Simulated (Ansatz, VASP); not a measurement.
**Two plane-wave programs on Ir4Rh**

File INCAR:

```
SYSTEM = Ir4Rh
PREC     = Accurate       ! precision mode
ENCUT    = 520            ! plane-wave cutoff, eV
EDIFF    = 1E-6           ! SCF threshold, eV
ISMEAR   = 0              ! smearing method
SIGMA    = 0.1            ! smearing width, eV
LREAL    = .FALSE.        ! projectors in reciprocal space
LASPH    = .TRUE.         ! aspherical terms in the spheres
NELM     = 60             ! most SCF steps
ALGO     = Fast           ! electronic algorithm
ISIF     = 2              ! what is computed and relaxed
LWAVE    = .FALSE.        ! write WAVECAR
LCHARG   = .FALSE.        ! write CHGCAR
GGA      = PE             ! functional
NBANDS   = 62             ! bands
```

The input KPOINTS:

```
regular mesh
0
G
  4 4 4
  0 0 0
```

POSCAR

```
Ir4Rh
1.0
    6.8583190000     -2.3769650000      0.0000000000
    6.8583190000      2.3769650000      0.0000000000
    0.0000000000      0.0000000000      4.4341790000
Ir Rh
8 2
Direct
    0.8649550000      0.5345600000      0.7500000000
    0.0668590000      0.7333770000      0.7500000000
    0.2666230000      0.9331410000      0.7500000000
    0.4654400000      0.1350450000      0.7500000000
    0.1350450000      0.4654400000      0.2500000000
    0.5345600000      0.8649550000      0.2500000000
    0.7333770000      0.0668590000      0.2500000000
    0.9331410000      0.2666230000      0.2500000000
    0.6681720000      0.3318280000      0.7500000000
    0.3318280000      0.6681720000      0.2500000000
```

Input for Ansatz:

```yaml
crystal:
  lattice:
    - [6.858319, -2.376965, 0.0]
    - [6.858319, 2.376965, 0.0]
    - [0.0, 0.0, 4.434179]
  atoms:
    - { symbol: Ir, position: [0.864955, 0.53456, 0.75] }
    - { symbol: Ir, position: [0.066859, 0.733377, 0.75] }
    - { symbol: Ir, position: [0.266623, 0.933141, 0.75] }
    - { symbol: Ir, position: [0.46544, 0.135045, 0.75] }
    - { symbol: Ir, position: [0.135045, 0.46544, 0.25] }
    - { symbol: Ir, position: [0.53456, 0.864955, 0.25] }
    - { symbol: Ir, position: [0.733377, 0.066859, 0.25] }
    - { symbol: Ir, position: [0.933141, 0.266623, 0.25] }
    - { symbol: Rh, position: [0.668172, 0.331828, 0.75] }
    - { symbol: Rh, position: [0.331828, 0.668172, 0.25] }
basis:
  ecutwfc: 420
kpoints:
  mp_grid: { grid: [4, 4, 4] }
hamiltonian:
  xc: pbe
scf:
  occupations: { method: gaussian, width: 0.1 }
  lower_state_search: "off"
output:
  forces: true
  stress: true
  eigenvalues: true
```

Alike in both runs: task single point; functional PBE; k mesh 4 × 4 × 4; occupations gaussian, width 0.1 eV; no spin polarisation.

|  | VASP | Ansatz |
| --- | --- | --- |
| version | VASP 6.6.1 | Ansatz 0.2.0 |
| potentials or method | VASP PAW PBE potentials, release 64 (Ir, Rh_pv), cutoff 520 eV | scalar-relativistic, plane waves, PAW |
| valence electrons in the cell | 102 | 170 |

```csv
,VASP,Ansatz,Ansatz less VASP
gap on the k mesh at the Fermi level (eV),none,none,-
pressure (GPa),0.1,-0.3,-0.39
"traceless stress, the component that is largest in VASP (GPa)",0.68,0.64,-0.035
rms of the force components (eV/Å),0.039,0.037,-0.0024
```

Atom by atom the forces differ by 0.008 eV/Å (rms over components). A gap of «none» marks a metal or a gap that the smearing closes. With one functional, cell and mesh, what is left measures potentials, basis and numerics. VASP's potentials hold 102 valence electrons a cell and Ansatz's 170, so a difference there can come from the potentials and not from the codes.

Spin-orbit coupling is off throughout.
